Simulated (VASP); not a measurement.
Input of a VASP 6.6.1 run:

INCAR

```
SYSTEM = NaI
PREC = Accurate
ENCUT = 520
EDIFF = 1E-7
ISMEAR = 0
SIGMA = 0.01
LREAL = .False.
LASPH = .True.
NELM = 80
ALGO = Normal
ISIF = 2
LWAVE = .False.
LCHARG = .False.
GGA = PE
NBANDS = 14
```

Contents of KPOINTS:

```
Automatic mesh
0
Gamma
  6 6 6
  0 0 0
```

POSCAR

```
NaI
1.0
    0.0000000000      3.3263297471      3.3263297471
    3.3263297471      0.0000000000      3.3263297471
    3.3263297471      3.3263297471      0.0000000000
Na I
1 1
Direct
    0.0000000000      0.0000000000      0.0000000000
    0.5000000000      0.5000000000      0.5000000000
```

Potentials or basis: VASP PAW PBE potentials, release 64 (Na_pv, I).

Command:

```bash
$ cat potpaw_PBE.64/Na_pv/POTCAR potpaw_PBE.64/I/POTCAR > POTCAR
$ mpirun -np 1 vasp_std > vasp.out
```

Q: Estimate the pressure.

A: -0.7 GPa.

Q: Predict the band gap on the k mesh.

A: 3.44 eV.

Caveat: spin-orbit coupling is left out, which moves the levels of the heavy elements.
